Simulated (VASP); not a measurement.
# Sn (Fd-3m) in VASP: notebook

The runs below take Sn through single point, relaxation of cell and atoms, with PBEsol.

All numbers are computed with VASP 6.6.1; they aren't measurements. Logs are shortened: lines on timing, memory, paths and dates and some standing lists are left out, and cuts for length are marked.

**1. The cell of the first run**

It takes space group Fd-3m (No. 227, cubic). Conventional cell: a = 6.539 Å, b = 6.539 Å, c = 6.539 Å, α = 90.00°, β = 90.00°, γ = 90.00°. Sn (site symmetry -43m) has 4 Sn at 2.83 Å within 3.7 Å.

This isn't the form of Sn at room conditions, which is tetragonal (white tin).

**2. Single point, PBEsol**

INCAR

```
SYSTEM = Sn
  PREC = Accurate
  ENCUT = 520
  EDIFF = 1E-7
  ISMEAR = 0
  SIGMA = 0.05
  LREAL = .FALSE.
  LASPH = .TRUE.
  NELM = 80
  ALGO = Normal
  ISIF = 2
  LWAVE = .FALSE.
  LCHARG = .FALSE.
  GGA = PS
  NBANDS = 21
```

KPOINTS

```
Automatic mesh
0
G
  7 7 7
  0 0 0
```

POSCAR

```
Sn
1.0
    0.0000000000      3.2696766466      3.2696766466
    3.2696766466      0.0000000000      3.2696766466
    3.2696766466      3.2696766466      0.0000000000
Sn
2
Direct
    0.0000000000      0.0000000000      0.0000000000
    0.2500000000      0.2500000000      0.2500000000
```

Potentials or basis: VASP PAW PBE potentials, release 64 (Sn_d).

Run with:

```sh
cat potpaw_PBE.64/Sn_d/POTCAR > POTCAR
mpirun -np 1 vasp_std > vasp.out
```

OUTCAR:

```text
SYSTEM = Sn
   PREC = Accurate
   ENCUT = 520
   EDIFF = 1E-7
   ISMEAR = 0
   LREAL = .FALSE.
   LASPH = .TRUE.
   NELM = 80
   ISIF = 2
   GGA = PS

 ion  position               nearest neighbor table
   1  0.000  0.000  0.000-   2 2.83   2 2.83   2 2.83   2 2.83
   2  0.250  0.250  0.250-   1 2.83   1 2.83   1 2.83   1 2.83

  LATTYP: Found a face centered cubic cell.
 ALAT       =     6.5393532932

  Lattice vectors:

 A1 = (   0.0000000000,   3.2696766466,   3.2696766466)
 A2 = (   3.2696766466,   0.0000000000,   3.2696766466)
 A3 = (   3.2696766466,   3.2696766466,   0.0000000000)

Analysis of symmetry for initial positions (statically):
=====================================================================
 Subroutine PRICEL returns:
 Original cell was already a primitive cell.

 Routine SETGRP: Setting up the symmetry group for a
 face centered cubic supercell.

 Subroutine GETGRP returns: Found 48 space group operations
 (whereof 24 operations were pure point group operations)
 out of a pool of 48 trial point group operations.

The static configuration has the point symmetry T_d .
 The point group associated with its full space group is O_h .

Analysis of symmetry for dynamics (positions and initial velocities):
=====================================================================
 Subroutine PRICEL returns:
 Original cell was already a primitive cell.

 Routine SETGRP: Setting up the symmetry group for a
 face centered cubic supercell.

 Subroutine GETGRP returns: Found 48 space group operations
 (whereof 24 operations were pure point group operations)
 out of a pool of 48 trial point group operations.

The dynamic configuration has the point symmetry T_d .
 The point group associated with its full space group is O_h .

 Subroutine INISYM returns: Found 48 space group operations
 (whereof 24 operations are pure point group operations),
 and found     1 'primitive' translations

----------------------------------------------------------------------------------------

                                     Primitive cell

  volume of cell :      69.9108

  direct lattice vectors                    reciprocal lattice vectors
     0.000000000  3.269676647  3.269676647    -0.152920320  0.152920320  0.152920320
     3.269676647  0.000000000  3.269676647     0.152920320 -0.152920320  0.152920320
     3.269676647  3.269676647  0.000000000     0.152920320  0.152920320 -0.152920320

  length of vectors
     4.624021058  4.624021058  4.624021058     0.264865764  0.264865764  0.264865764

  position of ions in fractional coordinates (direct lattice)
     0.000000000  0.000000000  0.000000000
     0.250000000  0.250000000  0.250000000

  ion indices of the primitive-cell ions
   primitive index   ion index
                 1           1
                 2           2

----------------------------------------------------------------------------------------

 KPOINTS: Automatic mesh

Automatic generation of k-mesh.
 Grid dimensions read from file:
 generate k-points for:    7    7    7

 Generating k-lattice:

  Cartesian coordinates                     Fractional coordinates (reciprocal lattice)
    -0.021845760  0.021845760  0.021845760     0.142857143  0.000000000  0.000000000
     0.021845760 -0.021845760  0.021845760     0.000000000  0.142857143  0.000000000
     0.021845760  0.021845760 -0.021845760     0.000000000  0.000000000  0.142857143

  Length of vectors
     0.037837966  0.037837966  0.037837966

  Shift w.r.t. Gamma in fractional coordinates (k-lattice)
     0.000000000  0.000000000  0.000000000

 Subroutine IBZKPT returns following result:
 ===========================================

 Found     20 irreducible k-points:

 Following reciprocal coordinates:
            Coordinates               Weight
  0.000000  0.000000  0.000000      1.000000
  0.142857  0.000000  0.000000      8.000000
  0.285714  0.000000  0.000000      8.000000
  0.428571  0.000000  0.000000      8.000000
  0.142857  0.142857  0.000000      6.000000
  0.285714  0.142857  0.000000     24.000000
[... 12 lines left out ...]
 -0.428571  0.428571  0.142857     24.000000
 -0.285714  0.428571  0.142857     24.000000
   k-points           NKPTS =     20   k-points in BZ     NKDIM =     20   number of bands    NBANDS=     21
   number of dos      NEDOS =    301   number of ions     NIONS =      2
   total plane-waves  NPLWV =  46656
   dimension x,y,z NGX =    36 NGY =   36 NGZ =   36
   dimension x,y,z NGXF=    72 NGYF=   72 NGZF=   72
   ions per type =               2
   NGX,Y,Z   is equivalent  to a cutoff of  12.94, 12.94, 12.94 a.u.
   NGXF,Y,Z  is equivalent  to a cutoff of  25.89, 25.89, 25.89 a.u.
 SYSTEM =  Sn
   PREC   = accura    normal or accurate (medium, high low for compatibility)
   ISTART =      0    job   : 0-new  1-cont  2-samecut
   ICHARG =      2    charge: 1-file 2-atom 10-const
   ISPIN  =      1    spin polarized calculation?
   LNONCOLLINEAR =      F non collinear calculations
   LSORBIT =      F    spin-orbit coupling
   LASPH  =      T    aspherical Exc in radial PAW
   ENCUT  =  520.0 eV  38.22 Ry    6.18 a.u.   8.60  8.60  8.60*2*pi/ulx,y,z
   NELM   =     80;   NELMIN=  2; NELMDL= -5     # of ELM steps
   EDIFF  = 0.1E-06   stopping-criterion for ELM
   LREAL  =      F    real-space projection
   EDIFFG = 0.1E-05   stopping-criterion for IOM
   NSW    =      0    number of steps for IOM
   IBRION =     -1    ionic relax: 0-MD 1-quasi-New 2-CG
   NFREE  =      0    steps in history (QN), initial steepest desc. (CG)
   ISIF   =      2    stress and relaxation
   ISYM   =      2    0-nonsym 1-usesym 2-fastsym
   POTIM  = 0.5000    time-step for ionic-motion
   TEBEG  =    0.0;   TEEND  =   0.0 temperature during run
   PSTRESS=    0.0 pullay stress
   NELECT =      28.0000    total number of electrons
   NUPDOWN=      -1.0000    fix difference up-down
   EMIN   =  10.00;   EMAX   =-10.00  energy-range for DOS
   EFERMI =   0.00;   METHOD = LEGACY
   ISMEAR =     0;   SIGMA  =   0.05  broadening in eV -4-tet -1-fermi 0-gaus
   EFERMI_NEDOS =   21; number of points for ismear=-14 and -15
   IALGO  =     38    algorithm
   IMIX   =      4    mixing-type and parameters
     AMIX     =   0.40;   BMIX     =  1.00
     AMIX_MAG =   1.60;   BMIX_MAG =  1.00
  volume/ion in A,a.u.               =      34.96       235.89
  Fermi-wavevector in a.u.,A,eV,Ry     =   1.206737  2.280403 19.813004  1.456215
  Thomas-Fermi vector in A             =   2.342396
   LORBIT       =      0    0 simple, 1 ext, 2 COOP (PROOUT), +10 PAW based schemes
   GGA     = PS    functional components
   LHFCALC =     F    Hartree Fock is set to
   AEXX    =    0.0000 exact exchange contribution
   IVDW    =     0    specifies the selected vdW correction
   LEPSILON=     F    determine dielectric tensor
   LRPA    =     F    only Hartree local field effects (RPA)
 non-spin polarized calculation
 Gauss-broadening in eV      SIGMA  =   0.05
  energy-cutoff  :      520.00
  volume of cell :       69.91
 maximum number of plane-waves:      1899
   NGX = 17   NGY = 17   NGZ = 17

 number of electron      27.9999986 magnetization

 Free energy of the ion-electron system (eV)
  ---------------------------------------------------
  ext. energy  EPLUGINS =         0.00000000
  ---------------------------------------------------
  free energy    TOTEN  =        -8.44812110 eV

  energy without entropy =       -8.44759692  energy(sigma->0) =       -8.44785901

 E-fermi :   5.1553     XC(G=0):  -8.9627

 val. band max:        4.9993633642   @ k =   0.1429   0.0000   0.0000
 cond. band min:       5.1791655686   @ k =   0.4286   0.0000   0.0000
 fundamental gap:      0.1798022044
 Fermi energy:         5.1553198953

 k-point     1 :       0.0000    0.0000    0.0000
  band No.  band energies     occupation
      1     -16.3006      2.00000
      2     -16.3006      2.00000
      3     -16.3006      2.00000
      4     -16.2434      2.00000
      5     -16.2434      2.00000
      6     -15.9500      2.00000
[... 13 lines left out ...]
     20      13.1662      0.00000
     21      13.1662      0.00000

 k-point     2 :       0.1429    0.0000    0.0000
  band No.  band energies     occupation
      1     -16.3129      2.00000
      2     -16.3129      2.00000
      3     -16.2959      2.00000
      4     -16.2258      2.00000
      5     -16.2258      2.00000
      6     -15.9751      2.00000
[... 13 lines left out ...]
     20      12.1993      0.00000
     21      12.1993      0.00000

 k-point     3 :       0.2857    0.0000    0.0000
  band No.  band energies     occupation
      1     -16.3277      2.00000
      2     -16.3277      2.00000
      3     -16.2851      2.00000
      4     -16.2005      2.00000
      5     -16.2005      2.00000
      6     -15.9973      2.00000
[... 13 lines left out ...]
     20      12.2069      0.00000
     21      12.2069      0.00000

 k-point     4 :       0.4286    0.0000    0.0000
  band No.  band energies     occupation
      1     -16.3342      2.00000
      2     -16.3342      2.00000
      3     -16.2760      2.00000
      4     -16.1875      2.00000
      5     -16.1875      2.00000
      6     -16.0071      2.00000
[... 13 lines left out ...]
     20      13.4300      0.00000
     21      13.4300      0.00000

 k-point     5 :       0.1429    0.1429    0.0000
  band No.  band energies     occupation
      1     -16.3110      2.00000
      2     -16.3110      2.00000
      3     -16.3082      2.00000
      4     -16.2282      2.00000
      5     -16.2064      2.00000
      6     -16.0102      2.00000
[... 13 lines left out ...]
     20      11.3251      0.00000
     21      13.3910      0.00000
[... 286 lines left out ...]
     20      13.3847      0.00000
     21      14.0690      0.00000

 k-point    18 :      -0.4286    0.2857    0.1429
  band No.  band energies     occupation
      1     -16.3632      2.00000
      2     -16.3495      2.00000
      3     -16.2286      2.00000
      4     -16.1590      2.00000
      5     -16.1293      2.00000
      6     -16.0845      2.00000
[... 13 lines left out ...]
     20      13.5258      0.00000
     21      14.2280      0.00000

 k-point    19 :      -0.4286    0.4286    0.1429
  band No.  band energies     occupation
      1     -16.3592      2.00000
      2     -16.3569      2.00000
      3     -16.2211      2.00000
      4     -16.1546      2.00000
      5     -16.1272      2.00000
      6     -16.0736      2.00000
[... 13 lines left out ...]
     20      14.0619      0.00000
     21      15.3424      0.00000

 k-point    20 :      -0.2857    0.4286    0.1429
  band No.  band energies     occupation
      1     -16.3698      2.00000
      2     -16.3578      2.00000
      3     -16.1984      2.00000
      4     -16.1341      2.00000
      5     -16.1172      2.00000
      6     -16.0867      2.00000
[... 13 lines left out ...]
     20      13.8498      0.00000
     21      15.5198      0.00000

------------------------ aborting loop because EDIFF is reached ----------------------------------------

  FORCE on cell =-STRESS in cart. coord.  units (eV):
  Direction    XX          YY          ZZ          XY          YZ          ZX
  --------------------------------------------------------------------------------------
  -------------------------------------------------------------------------------------
  Total       -0.0257422     -0.0257422     -0.0257422     -0.0000000     -0.0000000     -0.0000000
  in kB       -0.5899453     -0.5899453     -0.5899453     -0.0000000     -0.0000000     -0.0000000
  external PRESSURE =      -0.5899453 kB  Pullay stress =       0.0000000 kB

 VOLUME and BASIS-vectors are now :
 -----------------------------------------------------------------------------
  energy-cutoff  :      520.00
  volume of cell :       69.91
      direct lattice vectors                 reciprocal lattice vectors
     0.000000000  3.269676647  3.269676647    -0.152920320  0.152920320  0.152920320
     3.269676647  0.000000000  3.269676647     0.152920320 -0.152920320  0.152920320
     3.269676647  3.269676647  0.000000000     0.152920320  0.152920320 -0.152920320

 POSITION                                       TOTAL-FORCE (eV/Angst)
 -----------------------------------------------------------------------------------
      0.00000      0.00000      0.00000        -0.000000     -0.000000     -0.000000
      1.63484      1.63484      1.63484         0.000000      0.000000      0.000000
 -----------------------------------------------------------------------------------
    total drift:                                0.000000      0.000000      0.000000

  FREE ENERGIE OF THE ION-ELECTRON SYSTEM (eV)
  ---------------------------------------------------
  free  energy   TOTEN  =        -8.4481210999 eV

  energy  without entropy=       -8.4475969237  energy(sigma->0) =       -8.44785901
```

Wall time 14 s (1 thread of Intel Xeon Platinum 8488C (Sapphire Rapids), shared host); peak memory 0.2 GiB.

Results:

| Item | Value |
| --- | --- |
| Free energy | -8.4481 eV |
| Pressure | -0.1 GPa |
| Band gap on the k mesh | zero (bands 14 and 15 overlap by 0.16 eV) |

Caveat: the PAW data sets were made with another functional, which shifts forces and pressure a little; spin-orbit coupling is left out, which moves the levels of the heavy elements.

(Part 1 of 2 ends here.)

The gap in the log of VASP goes by the Fermi energy; the results here count the filled bands.